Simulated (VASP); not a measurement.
Write the native input for VASP 6.6.1 that does the following.

- Task: single point
- Functional: PBE
- Potentials or basis: VASP PAW PBE potentials, release 64 (Ge_d)
- Cutoff: 520 eV
- k mesh: 8 × 8 × 8
- Occupations: fermi-dirac, width 0.05 eV
- Spin: no spin polarisation
- Dipole correction: no
- Further INCAR settings: ALGO = Normal; EDIFF = 1e-07; NBANDS = 21

The structure of Ge lies in POSCAR:

```
Ge
1.0
    0.0000000000      2.8809524509      2.8809524509
    2.8809524509      0.0000000000      2.8809524509
    2.8809524509      2.8809524509      0.0000000000
Ge
2
Direct
    0.7500000000      0.7500000000      0.7500000000
    0.5000000000      0.5000000000      0.5000000000
```

The input as run:

INCAR

```
SYSTEM = Ge
ALGO = Normal
EDIFF = 1E-7
ENCUT = 520
GGA = PE
ISIF = 2
ISMEAR = -1
LASPH = .True.
LCHARG = .False.
LREAL = .False.
LWAVE = .False.
NBANDS = 21
NELM = 100
PREC = Accurate
SIGMA = 0.05
```

KPOINTS

```
k-points
0
Gamma
  8 8 8
  0 0 0
```

Potentials or basis: VASP PAW PBE potentials, release 64 (Ge_d).

Launch:

```console
$ cat potpaw_PBE.64/Ge_d/POTCAR > POTCAR
$ mpirun -np 1 vasp_std > vasp.out
```

Results of the run:

The pressure is -0.1 GPa. The band gap on the k mesh is zero (filled and empty bands touch).

Run time: 55 s on 1 thread of Intel Xeon 6975P-C, on a shared host, peak memory 0.17 GiB.
